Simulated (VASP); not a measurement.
Set up this calculation in VASP 6.6.1, as the native input.

```
Task                   : single point
Functional             : r2SCAN
Potentials or basis    : VASP PAW PBE potentials, release 64 (Cd, Te, F)
Cutoff                 : 520 eV
k mesh                 : 6 × 6 × 6
Occupations            : gaussian, width 0.02 eV
Spin                   : no spin polarisation
Dipole correction      : no
Further INCAR settings : ALGO = Normal; EDIFF = 1e-06; NBANDS = 40
```

Crystal: CdTeF6.

```
CELL_PARAMETERS angstrom
0.00000 4.34630 4.34630
4.34630 0.00000 4.34630
4.34630 4.34630 0.00000
ATOMIC_POSITIONS crystal
Cd 0.00000 0.00000 0.00000
Te 0.50000 0.50000 0.50000
F 0.74029 0.25971 0.25971
F 0.25971 0.74029 0.74029
F 0.25971 0.74029 0.25971
F 0.74029 0.25971 0.74029
F 0.25971 0.25971 0.74029
F 0.74029 0.74029 0.25971
```

One way to write it, as run:

POSCAR

```
CdTeF6
1.0
    0.0000000000      4.3463037541      4.3463037541
    4.3463037541      0.0000000000      4.3463037541
    4.3463037541      4.3463037541      0.0000000000
Cd Te F
1 1 6
Direct
    0.0000000000      0.0000000000      0.0000000000
    0.5000000000      0.5000000000      0.5000000000
    0.7402890084      0.2597109916      0.2597109916
    0.2597109916      0.7402890084      0.7402890084
    0.2597109916      0.7402890084      0.2597109916
    0.7402890084      0.2597109916      0.7402890084
    0.2597109916      0.2597109916      0.7402890084
    0.7402890084      0.7402890084      0.2597109916
```

INCAR.step1

```
SYSTEM = CdTeF6
ALGO     = Normal         ! electronic algorithm
EDIFF    = 1E-4           ! SCF threshold, eV
ENCUT    = 520            ! plane-wave cutoff, eV
GGA      = PE             ! functional
ISMEAR   = 0              ! smearing method
LASPH    = .True.         ! aspherical terms in the spheres
LCHARG   = .False.        ! write CHGCAR
LREAL    = .False.        ! projectors in reciprocal space
LWAVE    = .True.         ! write WAVECAR
NBANDS   = 40             ! bands
NELM     = 60             ! most SCF steps
PREC     = Accurate       ! precision mode
SIGMA    = 0.02           ! smearing width, eV
```

INCAR.step2

```
SYSTEM = CdTeF6
ALGO     = Normal         ! electronic algorithm
EDIFF    = 1E-6           ! SCF threshold, eV
ENCUT    = 520            ! plane-wave cutoff, eV
ISIF     = 2              ! what is computed and relaxed
ISMEAR   = 0              ! smearing method
ISTART   = 1            
LASPH    = .True.         ! aspherical terms in the spheres
LCHARG   = .True.         ! write CHGCAR
LELF     = .True.         ! ELF
LMIXTAU  = .True.       
LREAL    = .False.        ! projectors in reciprocal space
LVHAR    = .True.       
LWAVE    = .False.        ! write WAVECAR
METAGGA  = R2SCAN         ! meta-GGA
NBANDS   = 40             ! bands
NELM     = 60             ! most SCF steps
PREC     = Accurate       ! precision mode
SIGMA    = 0.02           ! smearing width, eV
```

KPOINTS

```
k-points
0
Gamma
  6 6 6
  0 0 0
```

Potentials or basis: VASP PAW PBE potentials, release 64 (Cd, Te, F).

Command:

```console
$ cat potpaw_PBE.64/Cd/POTCAR potpaw_PBE.64/Te/POTCAR potpaw_PBE.64/F/POTCAR > POTCAR
$ cp INCAR.step1 INCAR
$ mpirun -np 1 vasp_std > vasp.out
$ cp INCAR.step2 INCAR
$ mpirun -np 1 vasp_std > vasp.out
```

Results of the run:

```json
{"Pressure": "-2.6 GPa", "Largest force": "0.185 eV/Å", "Band gap on the k mesh": "3.16 eV, indirect (least direct gap 3.87 eV)"}
```

Caveat: the PAW data sets were made with another functional, which shifts forces and pressure a little; spin-orbit coupling is left out, which moves the levels of the heavy elements.

Wall time 17 min on 1 thread of Oxide Virtual Turin-like Processor, on a shared host, peak memory 0.38 GiB.
